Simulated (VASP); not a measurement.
Input of a VASP 6.6.1 run:

Contents of INCAR:

```
SYSTEM = Te
  PREC = Accurate
  ENCUT = 520
  EDIFF = 1E-7
  ISMEAR = 0
  SIGMA = 0.15
  LREAL = .FALSE.
  LASPH = .TRUE.
  NELM = 60
  ALGO = Normal
  ISIF = 2
  LWAVE = .FALSE.
  LCHARG = .FALSE.
  GGA = PS
  NBANDS = 9
```

KPOINTS

```
regular mesh
0
G
  15 15 15
  0 0 0
```

File POSCAR:

```
Te
1.0
    2.2495788680      1.2987949650      1.6835848248
   -2.2495788680      1.2987949650      1.6835848248
    0.0000000000     -2.5975899299      1.6835848249
Te
1
Direct
    0.5000000000      0.5000000000      0.5000000000
```

Potentials or basis: VASP PAW PBE potentials, release 64 (Te).

Launch:

```console
$ cat potpaw_PBE.64/Te/POTCAR > POTCAR
$ mpirun -np 1 vasp_std > vasp.out
```

**Question.** Predict the band gap on the k mesh.

**Answer.** Zero (bands 3 and 4 overlap by 5.47 eV).

**Question.** Estimate the pressure.

**Answer.** 3.4 GPa.

Stress tensor (GPa, compression positive):
```
3.54 0.00 0.00
0.00 3.54 0.00
0.00 0.00 3.18
```

Caveat: the cell stands under pressure; the PAW data sets were made with another functional, which shifts forces and pressure a little; spin-orbit coupling is left out, which moves the levels of the heavy elements.
